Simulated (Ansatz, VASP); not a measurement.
## Hg in VASP and in Ansatz

```
CELL_PARAMETERS angstrom
3.31180 0.00000 0.00000
-1.65590 2.86810 0.00000
0.00000 0.00000 5.05540
ATOMIC_POSITIONS crystal
Hg 0.66667 0.33333 0.75000
Hg 0.33333 0.66667 0.25000
```

Alike in both runs: task single point; functional PBEsol; dispersion D3(BJ); k mesh 18 × 18 × 10; occupations gaussian, width 0.15 eV; no spin polarisation.

|  | VASP | Ansatz |
| --- | --- | --- |
| version | VASP 6.6.1 | Ansatz 0.2.0 |
| potentials or method | VASP PAW PBE potentials, release 64 (Hg), cutoff 520 eV | scalar-relativistic, plane waves, PAW |
| valence electrons in the cell | 24 | 40 |

```csv
,VASP,Ansatz,Ansatz less VASP
gap on the k mesh at the Fermi level (eV),none,none,-
pressure (GPa),-2.9,-3.2,-0.32
"traceless stress, the component that is largest in VASP (GPa)",0.05,-0.01,-0.060
```

VASP's potentials were made for PBE, not for PBEsol. A gap of «none» marks a metal or a gap that the smearing closes. VASP's potentials hold 24 valence electrons a cell and Ansatz's 40, so a difference there can come from the potentials and not from the codes.

Spin-orbit coupling is off throughout.
